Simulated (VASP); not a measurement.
Here is a VASP 6.6.1 calculation.

Contents of INCAR:

```
PREC = Accurate
ENCUT = 520
EDIFF = 1E-6
ISMEAR = 0
SIGMA = 0.03
LREAL = False
LASPH = True
NELM = 100
ALGO = Normal
ISIF = 2
LWAVE = False
LCHARG = False
GGA = PS
NBANDS = 26
```

Contents of KPOINTS:

```
Automatic mesh
0
Gamma
  12 12 6
```

Contents of POSCAR:

```
SiGe
1.0
    3.7935520603      0.0000000000      0.0000000000
   -1.8967760302      3.2853124548      0.0000000000
    0.0000000000      0.0000000000      6.2665470583
Si Ge
2 2
Direct
    0.6666666667      0.3333333333      0.8745463082
    0.3333333333      0.6666666667      0.3745463082
    0.6666666667      0.3333333333      0.4771721773
    0.3333333333      0.6666666667     -0.0228278227
```

Potentials or basis: VASP PAW PBE potentials, release 64 (Si, Ge_d).

The run is started by

```sh
$ cat potpaw_PBE.64/Si/POTCAR potpaw_PBE.64/Ge_d/POTCAR > POTCAR
$ mpirun -np 1 vasp_std > vasp.out
```

Task: What does it give for the band gap on the k mesh?

Result: Zero (bands 18 and 19 overlap by 0.37 eV).

Task: Predict the largest force.

Result: 1.608 eV/Å.

Task: What does it give for the pressure?

Result: 9.0 GPa.

Forces on the atoms (eV/Å):
```
Si   0.000  0.000 -1.608
Si   0.000  0.000 -1.608
Ge   0.000  0.000  1.608
Ge   0.000  0.000  1.608
```

Caveat: the cell differs from its parent crystal (atoms shifted along a free coordinate); the cell stands under pressure; semilocal functionals underestimate gaps, so a narrow gap can read as zero; the PAW data sets were made with another functional, which shifts forces and pressure a little.
